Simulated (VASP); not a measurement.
# SnO in VASP: a series of runs, part 2 of 2

VASP 6.6.1.

### 5 Single point, PBE+D3(BJ)

File INCAR:

```
PREC = Accurate
ENCUT = 520
EDIFF = 1E-7
ISMEAR = 0
SIGMA = 0.05
LREAL = False
LASPH = True
NELM = 60
ALGO = Normal
ISIF = 2
LWAVE = False
LCHARG = False
LDIPOL = True
IDIPOL = 3
DIPOL = 0.5 0.5 0.388
GGA = PE
IVDW = 12
NBANDS = 50
```

File KPOINTS:

```
regular mesh
0
Gamma
  7 7 1
```

File POSCAR:

```
SnO
1.0
    3.8201528543      0.0002954551      0.0000000000
   -0.0003145191      3.8201528528      0.0000000000
    0.0000000000      0.0000000000     22.2260743460
Sn O
4 4
Direct
    0.9999452911      0.9999452911      0.2024649036
    0.4999452911      0.4999452911      0.3087831466
    0.4999452911      0.4999452911      0.4662558494
    0.9999452911      0.9999452911      0.5725740924
    0.9999461074      0.4999461074      0.2556240251
    0.4999461074      0.9999461074      0.2556240251
    0.4999444748      0.9999444748      0.5194149709
    0.9999444748      0.4999444748      0.5194149709
```

Potentials or basis: VASP PAW PBE potentials, release 64 (Sn_d, O).

The run is started by

```
$ cat potpaw_PBE.64/Sn_d/POTCAR potpaw_PBE.64/O/POTCAR > POTCAR
$ mpirun -np 1 vasp_std > vasp.out
```

OUTCAR:

```text
PREC = Accurate
   ENCUT = 520
   EDIFF = 1E-7
   ISMEAR = 0
   LREAL = False
   LASPH = True
   NELM = 60
   ISIF = 2
   GGA = PE
   IVDW = 12
 IVDW          = 12

 ion  position               nearest neighbor table
   1  1.000  1.000  0.202-   6 2.25   5 2.25   6 2.25   5 2.25   2 3.59   2 3.59   2 3.59   2 3.59

   2  0.500  0.500  0.309-   5 2.25   6 2.25   5 2.25   6 2.25   3 3.50   1 3.59   1 3.59   1 3.59
                             1 3.59
   3  0.500  0.500  0.466-   8 2.25   7 2.25   8 2.25   7 2.25   2 3.50   4 3.59   4 3.59   4 3.59
                             4 3.59
   4  1.000  1.000  0.573-   7 2.25   8 2.25   7 2.25   8 2.25   3 3.59   3 3.59   3 3.59   3 3.59

   5  1.000  0.500  0.256-   2 2.25   1 2.25   2 2.25   1 2.25
   6  0.500  1.000  0.256-   1 2.25   2 2.25   1 2.25   2 2.25
   7  0.500  1.000  0.519-   4 2.25   3 2.25   4 2.25   3 2.25
   8  1.000  0.500  0.519-   3 2.25   4 2.25   3 2.25   4 2.25

  LATTYP: Found a simple tetragonal cell.
 ALAT       =     3.8201528657
 C/A-ratio  =     5.8181112451

  Lattice vectors:

 A1 = (   3.8201528543,   0.0002954551,   0.0000000000)
 A2 = (  -0.0003145191,   3.8201528528,   0.0000000000)
 A3 = (   0.0000000000,   0.0000000000,  22.2260743460)

Analysis of symmetry for initial positions (statically):
=====================================================================
 Subroutine PRICEL returns:
 Original cell was already a primitive cell.

 Routine SETGRP: Setting up the symmetry group for a
 simple tetragonal supercell.

 Subroutine GETGRP returns: Found 16 space group operations
 (whereof  2 operations were pure point group operations)
 out of a pool of 16 trial point group operations.

The static configuration has the point symmetry C_1h.
 The point group associated with its full space group is D_4h.

Analysis of symmetry for dynamics (positions and initial velocities):
=====================================================================
 Subroutine PRICEL returns:
 Original cell was already a primitive cell.

 Routine SETGRP: Setting up the symmetry group for a
 simple tetragonal supercell.

 Subroutine GETGRP returns: Found 16 space group operations
 (whereof  2 operations were pure point group operations)
 out of a pool of 16 trial point group operations.

The dynamic configuration has the point symmetry C_1h.
 The point group associated with its full space group is D_4h.

 Subroutine INISYM returns: Found 16 space group operations
 (whereof  2 operations are pure point group operations),
 and found     1 'primitive' translations

----------------------------------------------------------------------------------------

                                     Primitive cell

  volume of cell :     324.3577

  direct lattice vectors                    reciprocal lattice vectors
     3.820152854  0.000295455  0.000000000     0.261769629  0.000021552  0.000000000
    -0.000314519  3.820152853  0.000000000    -0.000020246  0.261769629  0.000000000
     0.000000000  0.000000000 22.226074346     0.000000000  0.000000000  0.044992201

  length of vectors
     3.820152866  3.820152866 22.226074346     0.261769629  0.261769629  0.044992201

  position of ions in fractional coordinates (direct lattice)
     0.999945291  0.999945291  0.202464904
     0.499945291  0.499945291  0.308783147
     0.499945291  0.499945291  0.466255849
     0.999945291  0.999945291  0.572574092
     0.999946107  0.499946107  0.255624025
[... 59 lines left out ...]
   NGX,Y,Z   is equivalent  to a cutoff of  12.19, 12.19, 12.57 a.u.
   NGXF,Y,Z  is equivalent  to a cutoff of  24.37, 24.37, 25.13 a.u.
 SYSTEM =  unknown system
   PREC   = accura    normal or accurate (medium, high low for compatibility)
   ISTART =      0    job   : 0-new  1-cont  2-samecut
   ICHARG =      2    charge: 1-file 2-atom 10-const
   ISPIN  =      1    spin polarized calculation?
   LNONCOLLINEAR =      F non collinear calculations
   LSORBIT =      F    spin-orbit coupling
   LASPH  =      T    aspherical Exc in radial PAW
   ENCUT  =  520.0 eV  38.22 Ry    6.18 a.u.   7.10  7.10 41.33*2*pi/ulx,y,z
   NELM   =     60;   NELMIN=  2; NELMDL= -5     # of ELM steps
   EDIFF  = 0.1E-06   stopping-criterion for ELM
   LREAL  =      F    real-space projection
   EDIFFG = 0.1E-05   stopping-criterion for IOM
   NSW    =      0    number of steps for IOM
   IBRION =     -1    ionic relax: 0-MD 1-quasi-New 2-CG
   NFREE  =      0    steps in history (QN), initial steepest desc. (CG)
   ISIF   =      2    stress and relaxation
   ISYM   =      2    0-nonsym 1-usesym 2-fastsym
   POTIM  = 0.5000    time-step for ionic-motion
   TEBEG  =    0.0;   TEEND  =   0.0 temperature during run
   PSTRESS=    0.0 pullay stress
   NELECT =      80.0000    total number of electrons
   NUPDOWN=      -1.0000    fix difference up-down
   EMIN   =  10.00;   EMAX   =-10.00  energy-range for DOS
   EFERMI =   0.00;   METHOD = LEGACY
   ISMEAR =     0;   SIGMA  =   0.05  broadening in eV -4-tet -1-fermi 0-gaus
   EFERMI_NEDOS =   21; number of points for ismear=-14 and -15
   IALGO  =     38    algorithm
   IMIX   =      4    mixing-type and parameters
     AMIX     =   0.40;   BMIX     =  1.00
     AMIX_MAG =   1.60;   BMIX_MAG =  1.00
  volume/ion in A,a.u.               =      40.54       273.61
  Fermi-wavevector in a.u.,A,eV,Ry     =   1.026668  1.940121 14.341186  1.054047
  Thomas-Fermi vector in A             =   2.160573
   LORBIT       =      0    0 simple, 1 ext, 2 COOP (PROOUT), +10 PAW based schemes
   GGA     = PE    functional components
   LHFCALC =     F    Hartree Fock is set to
   AEXX    =    0.0000 exact exchange contribution
   IVDW    =    12    specifies the selected vdW correction
   LEPSILON=     F    determine dielectric tensor
   LRPA    =     F    only Hartree local field effects (RPA)
 non-spin polarized calculation
 Gauss-broadening in eV      SIGMA  =   0.05
  energy-cutoff  :      520.00
  volume of cell :      324.36
 maximum number of plane-waves:      8769
   NGX = 15   NGY = 15   NGZ = 83

 dipolmoment           0.000000      0.000000      0.000052 electrons x Angstroem

 number of electron      79.9999970 magnetization

 dipolmoment           0.000000      0.000000     -0.000000 electrons x Angstroem

 Free energy of the ion-electron system (eV)
  ---------------------------------------------------
  ext. energy  EPLUGINS =         0.00000000
  ---------------------------------------------------
  free energy    TOTEN  =       -44.79583650 eV

  energy without entropy =      -44.79583650  energy(sigma->0) =      -44.79583650

 E-fermi :   0.4697     XC(G=0):  -5.2075

 val. band max:        0.1767156079   @ k =   0.2857   0.0000   0.0000
 cond. band min:       1.7528972955   @ k =   0.4286  -0.0000   0.0000
 fundamental gap:      1.5761816875
 Fermi energy:         0.4697147813

 k-point     1 :       0.0000    0.0000    0.0000
  band No.  band energies     occupation
      1     -21.0155      2.00000
      2     -21.0146      2.00000
      3     -20.6558      2.00000
      4     -20.6548      2.00000
      5     -20.6297      2.00000
      6     -20.6297      2.00000
[... 519 lines left out ...]
     49       5.5085      0.00000
     50       6.0572      0.00000

------------------------ aborting loop because EDIFF is reached ----------------------------------------

 vacuum level on the upper side and lower side of the slab       (xc-potential included)        -0.110        -0.109

 Edisp (eV)   -1.30392

 E8    (eV) :    -0.5763

  FORCE on cell =-STRESS in cart. coord.  units (eV):
  Direction    XX          YY          ZZ          XY          YZ          ZX
  --------------------------------------------------------------------------------------
  -------------------------------------------------------------------------------------
  Total       0.87428     0.87428     3.33963    -0.00000     0.00000    -0.00000
  in kB       4.31854     4.31854    16.49625    -0.00002     0.00000    -0.00000
  external pressure =        8.38 kB  Pullay stress =        0.00 kB

 VOLUME and BASIS-vectors are now :
 -----------------------------------------------------------------------------
  energy-cutoff  :      520.00
  volume of cell :      324.36
      direct lattice vectors                 reciprocal lattice vectors
     3.820152854  0.000295455  0.000000000     0.261769629  0.000021552  0.000000000
    -0.000314519  3.820152853  0.000000000    -0.000020246  0.261769629  0.000000000
     0.000000000  0.000000000 22.226074346     0.000000000  0.000000000  0.044992201

 POSITION                                       TOTAL-FORCE (eV/Angst)
 -----------------------------------------------------------------------------------
      3.81963      3.82024      4.50000         0.000000     -0.000000     -0.079029
      1.90971      1.91002      6.86304         0.000000     -0.000000     -0.678357
      1.90971      1.91002     10.36304         0.000000     -0.000000      0.678357
      3.81963      3.82024     12.72607         0.000000     -0.000000      0.079029
      3.81979      1.91017      5.68152         0.000000      0.000000     -0.039893
      1.90956      3.82009      5.68152        -0.000000     -0.000000     -0.039893
      1.90955      3.82009     11.54456        -0.000000     -0.000000      0.039893
      3.81978      1.91016     11.54456        -0.000000     -0.000000      0.039893
 -----------------------------------------------------------------------------------
    total drift:                               -0.000001     -0.000001     -0.000032

  FREE ENERGIE OF THE ION-ELECTRON SYSTEM (eV)
  ---------------------------------------------------
  free  energy   TOTEN  =       -46.0997560241 eV

  energy  without entropy=      -46.0997560241  energy(sigma->0) =      -46.09975602

 vacuum level on the upper side and lower side of the slab         4.893         4.894
```

Wall time 2.7 min (1 thread of AMD EPYC 9R14 (Zen 4), shared host); peak memory 0.35 GiB.

What came out:

```
Free energy                : -46.0998 eV
Largest force              : 0.678 eV/Å
Band gap on the k mesh     : 1.58 eV (least direct gap 1.73 eV)
Dispersion energy per atom : -0.163 eV
```

Forces in eV/Å, atoms in the order of the input:
```
Sn   0.000  0.000 -0.079
Sn   0.000  0.000 -0.678
Sn   0.000  0.000  0.678
Sn   0.000  0.000  0.079
O    0.000  0.000 -0.040
O    0.000  0.000 -0.040
O    0.000  0.000  0.040
O    0.000  0.000  0.040
```

Caveat: spin-orbit coupling is left out, which moves the levels of the heavy elements.

### 6 Single point, PBE+D3(BJ)

File INCAR:

```
PREC = Accurate
ENCUT = 520
EDIFF = 1E-6
ISMEAR = 0
SIGMA = 0.05
LREAL = F
LASPH = T
NELM = 80
ALGO = Normal
ISIF = 2
LWAVE = F
LCHARG = F
LDIPOL = T
IDIPOL = 3
DIPOL = 0.5 0.5 0.399
GGA = PE
IVDW = 12
NBANDS = 50
```

File KPOINTS:

```
Automatic mesh
0
Gamma
  7 7 1
```

File POSCAR:

```
SnO
1.0
    3.8201528543      0.0002954551      0.0000000000
   -0.0003145191      3.8201528528      0.0000000000
    0.0000000000      0.0000000000     22.2260743460
Sn O
4 4
Direct
    0.9999452911      0.9999452911      0.2024649036
    0.4999452911      0.4999452911      0.3087831466
    0.4999452911      0.4999452911      0.4896517938
    0.9999452911      0.9999452911      0.5959700368
    0.9999461074      0.4999461074      0.2556240251
    0.4999461074      0.9999461074      0.2556240251
    0.4999444748      0.9999444748      0.5428109153
    0.9999444748      0.4999444748      0.5428109153
```

Potentials or basis: VASP PAW PBE potentials, release 64 (Sn_d, O).

The run is started by

```
$ cat potpaw_PBE.64/Sn_d/POTCAR potpaw_PBE.64/O/POTCAR > POTCAR
$ mpirun -np 1 vasp_std > vasp.out
```

Run time: 2.5 min. Hardware: 1 thread of AMD EPYC 9R14 (Zen 4), shared host; peak memory 0.37 GiB.

The run converged. Its results:

```
Free energy                : -46.3293 eV
Largest force              : 0.084 eV/Å
Band gap on the k mesh     : 2.23 eV (least direct gap 2.48 eV)
Dispersion energy per atom : -0.156 eV
```

Forces on the atoms (eV/Å):
```
Sn   0.000  0.000 -0.084
Sn   0.000  0.000 -0.073
Sn   0.000  0.000  0.073
Sn   0.000  0.000  0.084
O    0.000  0.000 -0.008
O    0.000  0.000 -0.008
O    0.000  0.000  0.008
O    0.000  0.000  0.008
```

Levels at points of the mesh, in eV from the valence-band top:
```tsv
k point	band 38	band 39	band 40	band 41	band 42	band 43
(0.00, 0.00, 0.00)	-2.02	-0.76	-0.05	2.45	2.78	2.79
```

Caveat: spin-orbit coupling is left out, which moves the levels of the heavy elements.

### 7 Single point, PBE+D3(BJ)

File INCAR:

```
  PREC = Accurate
  ENCUT = 520
  EDIFF = 1E-7
  ISMEAR = 0
  SIGMA = 0.05
  LREAL = False
  LASPH = True
  NELM = 60
  ALGO = Normal
  ISIF = 2
  LWAVE = False
  LCHARG = False
  LDIPOL = True
  IDIPOL = 3
  DIPOL = 0.5 0.5 0.415
  GGA = PE
  IVDW = 12
  NBANDS = 50
```

KPOINTS is that of step 6.

File POSCAR:

```
SnO
1.0
    3.8201528543      0.0002954551      0.0000000000
   -0.0003145191      3.8201528528      0.0000000000
    0.0000000000      0.0000000000     22.2260743460
Sn O
4 4
Direct
    0.9999452911      0.9999452911      0.2024649036
    0.4999452911      0.4999452911      0.3087831466
    0.4999452911      0.4999452911      0.5202464904
    0.9999452911      0.9999452911      0.6265647333
    0.9999461074      0.4999461074      0.2556240251
    0.4999461074      0.9999461074      0.2556240251
    0.4999444748      0.9999444748      0.5734056119
    0.9999444748      0.4999444748      0.5734056119
```

Potentials or basis: VASP PAW PBE potentials, release 64 (Sn_d, O).

The run is started by

```
$ cat potpaw_PBE.64/Sn_d/POTCAR potpaw_PBE.64/O/POTCAR > POTCAR
$ mpirun -np 1 vasp_std > vasp.out
```

OUTCAR:

```text
PREC = Accurate
   ENCUT = 520
   EDIFF = 1E-7
   ISMEAR = 0
   LREAL = False
   LASPH = True
   NELM = 60
   ISIF = 2
   GGA = PE
   IVDW = 12
 IVDW          = 12

 ion  position               nearest neighbor table
   1  1.000  1.000  0.202-   6 2.25   5 2.25   6 2.25   5 2.25   2 3.59   2 3.59   2 3.59   2 3.59

   2  0.500  0.500  0.309-   5 2.25   6 2.25   5 2.25   6 2.25   1 3.59   1 3.59   1 3.59   1 3.59

   3  0.500  0.500  0.520-   8 2.25   7 2.25   8 2.25   7 2.25   4 3.59   4 3.59   4 3.59   4 3.59

   4  1.000  1.000  0.627-   7 2.25   8 2.25   7 2.25   8 2.25   3 3.59   3 3.59   3 3.59   3 3.59

   5  1.000  0.500  0.256-   2 2.25   1 2.25   2 2.25   1 2.25
   6  0.500  1.000  0.256-   1 2.25   2 2.25   1 2.25   2 2.25
   7  0.500  1.000  0.573-   4 2.25   3 2.25   4 2.25   3 2.25
   8  1.000  0.500  0.573-   4 2.25   3 2.25   4 2.25   3 2.25

  LATTYP: Found a simple tetragonal cell.
 ALAT       =     3.8201528657
 C/A-ratio  =     5.8181112451

  Lattice vectors:

 A1 = (   3.8201528543,   0.0002954551,   0.0000000000)
 A2 = (  -0.0003145191,   3.8201528528,   0.0000000000)
 A3 = (   0.0000000000,   0.0000000000,  22.2260743460)

Analysis of symmetry for initial positions (statically):
[... 710 lines left out ...]
     49       6.0335      0.00000
     50       6.0778      0.00000

------------------------ aborting loop because EDIFF is reached ----------------------------------------

 vacuum level on the upper side and lower side of the slab       (xc-potential included)        -0.159        -0.155

 Edisp (eV)   -1.20097

 E8    (eV) :    -0.5307

  FORCE on cell =-STRESS in cart. coord.  units (eV):
  Direction    XX          YY          ZZ          XY          YZ          ZX
  --------------------------------------------------------------------------------------
  -------------------------------------------------------------------------------------
  Total       0.17819     0.17819     0.12016    -0.00000    -0.00000     0.00000
  in kB       0.88019     0.88019     0.59356    -0.00000    -0.00000     0.00000
  external pressure =        0.78 kB  Pullay stress =        0.00 kB

 VOLUME and BASIS-vectors are now :
 -----------------------------------------------------------------------------
  energy-cutoff  :      520.00
  volume of cell :      324.36
      direct lattice vectors                 reciprocal lattice vectors
     3.820152854  0.000295455  0.000000000     0.261769629  0.000021552  0.000000000
    -0.000314519  3.820152853  0.000000000    -0.000020246  0.261769629  0.000000000
     0.000000000  0.000000000 22.226074346     0.000000000  0.000000000  0.044992201

 POSITION                                       TOTAL-FORCE (eV/Angst)
 -----------------------------------------------------------------------------------
      3.81963      3.82024      4.50000        -0.000000      0.000000     -0.088284
      1.90971      1.91002      6.86304         0.000000      0.000000      0.115582
      1.90971      1.91002     11.56304        -0.000000      0.000000     -0.115582
      3.81963      3.82024     13.92607        -0.000000     -0.000000      0.088284
      3.81979      1.91017      5.68152         0.000000     -0.000000      0.000697
      1.90956      3.82009      5.68152         0.000000     -0.000000      0.000697
      1.90955      3.82009     12.74456        -0.000000      0.000000     -0.000697
      3.81978      1.91016     12.74456         0.000000      0.000000     -0.000697
 -----------------------------------------------------------------------------------
    total drift:                               -0.000001     -0.000001     -0.000172

  FREE ENERGIE OF THE ION-ELECTRON SYSTEM (eV)
  ---------------------------------------------------
  free  energy   TOTEN  =       -46.3571172901 eV

  energy  without entropy=      -46.3571172901  energy(sigma->0) =      -46.35711729

 vacuum level on the upper side and lower side of the slab         4.785         4.789
```

stdout:

```text
POSCAR found type information on POSCAR SnO
 POSCAR found :  2 types and       8 ions
 scaLAPACK will be used
 LDA part: xc-table for (Slater+PW92), standard interpolation
 POSCAR, INCAR and KPOINTS ok, starting setup
 FFT: planning ... GRIDC
 FFT: planning ... GRID_SOFT
 FFT: planning ... GRID
 WAVECAR not read
 entering main loop
```

Wall time 2.6 min (1 thread of AMD EPYC 9R14 (Zen 4), shared host); peak memory 0.36 GiB.

What came out:

- Free energy: -46.3571 eV
- Largest force: 0.116 eV/Å
- Band gap on the k mesh: 2.63 eV (least direct gap 2.66 eV)
- Dispersion energy per atom: -0.150 eV

Forces in eV/Å, atoms in the order of the input:
```
Sn   0.000  0.000 -0.088
Sn   0.000  0.000  0.116
Sn   0.000  0.000 -0.116
Sn   0.000  0.000  0.088
O    0.000  0.000  0.001
O    0.000  0.000  0.001
O    0.000  0.000 -0.001
O    0.000  0.000 -0.001
```

Caveat: spin-orbit coupling is left out, which moves the levels of the heavy elements.

### 8 The runs side by side

```csv
cell,gap on the mesh (eV),largest force (eV/Å)
"as given, atomic positions A",1.96,0.28
"as given, atomic positions B",2.48,0.09
"as given, atomic positions C",2.75,0.13
"as given, atomic positions D",1.58,0.68
"as given, atomic positions E",2.23,0.08
"as given, atomic positions F",2.63,0.12
```

Alike in all rows: task single point; level PBE+D3(BJ); potentials or basis VASP PAW PBE potentials, release 64 (Sn_d, O); no spin polarisation; k mesh 7 × 7 × 1; cutoff (eV) 520; smearing gaussian 0.05 eV.

Caveats: spin-orbit coupling is left out, which moves the levels of the heavy elements.

Total energies depend on the potentials used, so only differences within one code and one set of settings carry meaning.
